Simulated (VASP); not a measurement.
# KSi2Sb3 (P-3m1) in VASP: further runs, part 2 of 2

VASP 6.6.1. Earlier steps stand in the parts before.

### Step 3. Relaxation of cell and atoms, PBEsol

This run uses another cell than the first one, of 29.47 Å³/atom.

Contents of INCAR:

```
SYSTEM = KSi2Sb3
  PREC = Accurate
  ENCUT = 600
  EDIFF = 1E-7
  ISMEAR = -1
  SIGMA = 0.03
  LREAL = .False.
  LASPH = .True.
  NELM = 80
  ALGO = Normal
  ISIF = 3
  LWAVE = .False.
  LCHARG = .False.
  GGA = PS
  IBRION = 2
  NSW = 100
  EDIFFG = -0.01
```

Contents of KPOINTS:

```
regular mesh
0
Gamma
  6 6 2
  0 0 0
```

Contents of POSCAR:

```
KSi2Sb3
1.0
    4.3690583700      0.0000000000      0.0000000000
   -2.1845291900      3.7837155400      0.0000000000
    0.0000000000      0.0000000000     10.6944419000
K Si Sb
1 2 3
Direct
    0.0000000000      0.0000000000      0.0000000000
    0.3333333300      0.6666666700      0.6559942900
    0.6666666700      0.3333333300      0.3440057100
    0.3333333300      0.6666666700      0.1659022100
    0.6666666700      0.3333333300      0.8340977900
    0.0000000000      0.0000000000      0.5000000000
```

Potentials or basis: VASP PAW PBE potentials, release 64 (K_sv, Si, Sb).

Command:

```sh
> cat potpaw_PBE.64/K_sv/POTCAR potpaw_PBE.64/Si/POTCAR potpaw_PBE.64/Sb/POTCAR > POTCAR
> mpirun -np 1 vasp_std > vasp.out
```

OUTCAR:

```text
SYSTEM = KSi2Sb3
   PREC = Accurate
   ENCUT = 600
   EDIFF = 1E-7
   ISMEAR = -1
   LREAL = .False.
   LASPH = .True.
   NELM = 80
   ISIF = 3
   GGA = PS
   IBRION = 2
   NSW = 100
   EDIFFG = -0.01

 ion  position               nearest neighbor table
   1  0.000  0.000  0.000-   4 3.08   5 3.08   5 3.08   4 3.08   5 3.08   4 3.08
   2  0.333  0.667  0.656-   6 3.02   6 3.02   6 3.02   5 3.16   5 3.16   5 3.16
   3  0.667  0.333  0.344-   6 3.02   6 3.02   6 3.02   4 3.16   4 3.16   4 3.16
   4  0.333  0.667  0.166-   1 3.08   1 3.08   1 3.08   3 3.16   3 3.16   3 3.16
   5  0.667  0.333  0.834-   1 3.08   1 3.08   1 3.08   2 3.16   2 3.16   2 3.16
   6  0.000  0.000  0.500-   2 3.02   3 3.02   3 3.02   2 3.02   3 3.02   2 3.02

  LATTYP: Found a hexagonal cell.
 ALAT       =     4.3690583700
 C/A-ratio  =     2.4477681446

  Lattice vectors:

 A1 = (   4.3690583700,   0.0000000000,   0.0000000000)
 A2 = (  -2.1845291900,   3.7837155400,   0.0000000000)
[... 621 lines left out ...]
[... ionic steps 4 to 17 ...]

--------------------------------------- Ionic step       18  -------------------------------------------

 number of electron      31.9999998 magnetization

------------------------ aborting loop because EDIFF is reached ----------------------------------------
[... 75 lines left out ...]
--------------------------------------- Ionic step       20  -------------------------------------------

 number of electron      31.9999998 magnetization

 Free energy of the ion-electron system (eV)
  ---------------------------------------------------
  ext. energy  EPLUGINS =         0.00000000
  ---------------------------------------------------
  free energy    TOTEN  =       -26.11143715 eV

  energy without entropy =      -26.09999748  energy(sigma->0) =      -26.10571731

 E-fermi :   6.0555     XC(G=0):  -9.4523

 val. band max:        6.0196881225   @ k =   0.3333   0.1667   0.0000
 cond. band min:       6.0568667042   @ k =   0.5000   0.0000   0.5000
 fundamental gap:      0.0371785817
 Fermi energy:         6.0554574135

 k-point     1 :       0.0000    0.0000    0.0000
  band No.  band energies     occupation
      1     -25.2178      2.00000
      2      -8.8027      2.00000
      3      -8.6769      2.00000
      4      -8.6769      2.00000
      5      -6.6482      2.00000
      6      -5.6926      2.00000
[... 344 lines left out ...]
  FREE ENERGIE OF THE ION-ELECTRON SYSTEM (eV)
  ---------------------------------------------------
  free  energy   TOTEN  =       -26.1114371455 eV

  energy  without entropy=      -26.0999974754  energy(sigma->0) =      -26.10571731

 reached required accuracy - stopping structural energy minimisation
```

CONTCAR:

```text
KSi2Sb3
   1.00000000000000
     3.8926079258663635    0.0000000006617939    0.0000000000000001
    -1.9463039668147959    3.3710973510792188   -0.0000000000000002
     0.0000000000000004   -0.0000000000000005   12.0483092877943143
  K               Si              Sb
     1     2     3
Direct
     0.0000000000000000    0.0000000000000000    1.0000000000000000
     0.3333333300000021    0.6666666699999979    0.6468397047143840
     0.6666666699999979    0.3333333300000021    0.3531602952856163
     0.3333333300000021    0.6666666699999979    0.2319504754785797
     0.6666666699999979    0.3333333300000021    0.7680495245214204
     0.0000000000000000    0.0000000000000000    0.5000000000000000

  0.00000000E+00  0.00000000E+00  0.00000000E+00
  0.00000000E+00  0.00000000E+00  0.00000000E+00
  0.00000000E+00  0.00000000E+00  0.00000000E+00
  0.00000000E+00  0.00000000E+00  0.00000000E+00
  0.00000000E+00  0.00000000E+00  0.00000000E+00
  0.00000000E+00  0.00000000E+00  0.00000000E+00
```

Wall time 9.4 min (1 thread of Intel Xeon 6975P-C (Granite Rapids), shared host); peak memory 0.41 GiB.

What came out:

- Free energy: -26.1114 eV
- Relaxed volume: 26.35 Å³/atom
- Relaxed cell: a = 3.893 Å, b = 3.893 Å, c = 12.048 Å, α = 90.00°, β = 90.00°, γ = 120.00°
- Space group after relaxing (to 0.1 Å): P-3m1 (No. 164)
- Energy gained by relaxing: 559.3 meV/atom
- Ionic steps: 20
- Pressure after relaxing: 0.0 GPa
- Largest force after relaxing: 0.006 eV/Å
- Band gap on the k mesh: zero (bands 16 and 17 overlap by 0.72 eV)

Forces in eV/Å, atoms in the order of the input:
```
K    0.000  0.000  0.000
Si   0.000  0.000 -0.006
Si   0.000  0.000  0.006
Sb   0.000  0.000  0.003
Sb   0.000  0.000 -0.003
Sb   0.000  0.000  0.000
```

Step by step:
```
step  energy change (eV)  largest force (eV/Å)  pressure (GPa)  volume (Å³)
   1              0.0000                2.7500           -5.31       176.79
   2             -1.3270                2.7409           -0.66       152.97
   3             -1.6004                2.1903            5.91       138.02
   4             -2.2569                0.6459            6.47       139.57
   5             -2.2886                0.9999            6.88       139.94
   6             -2.7969                0.6143           -1.41       160.48
   7             -2.7972                0.6012           -1.63       161.25
   8             -3.0274                0.4894           -1.52       161.29
   9             -3.2337                0.3275           -0.79       159.63
  10             -3.2783                0.2856           -1.10       160.38
  11             -3.2775                0.2847           -1.15       160.50
  12             -3.3011                0.4124            0.97       154.63
  13             -3.3033                0.3835            0.47       155.94
  14             -3.3240                0.2461            0.36       155.92
  15             -3.3379                0.1671            0.22       155.88
  16             -3.3486                0.1641           -0.10       157.27
  17             -3.3517                0.1636           -0.39       158.51
  18             -3.3526                0.0758            0.52       156.93
  19             -3.3550                0.0358            0.10       157.65
  20             -3.3556                0.0060            0.01       158.10
```

Final structure:
```
K Si Sb
1.0
     3.89261    0.00000    0.00000
    -1.94630    3.37110    0.00000
     0.00000    0.00000   12.04831
K Si Sb
1 2 3
Direct
  0.00000 0.00000 0.00000
  0.33333 0.66667 0.64684
  0.66667 0.33333 0.35316
  0.33333 0.66667 0.23195
  0.66667 0.33333 0.76805
  0.00000 0.00000 0.50000
```

Caveat: the PAW data sets were made with another functional, which shifts forces and pressure a little; spin-orbit coupling is left out, which moves the levels of the heavy elements.
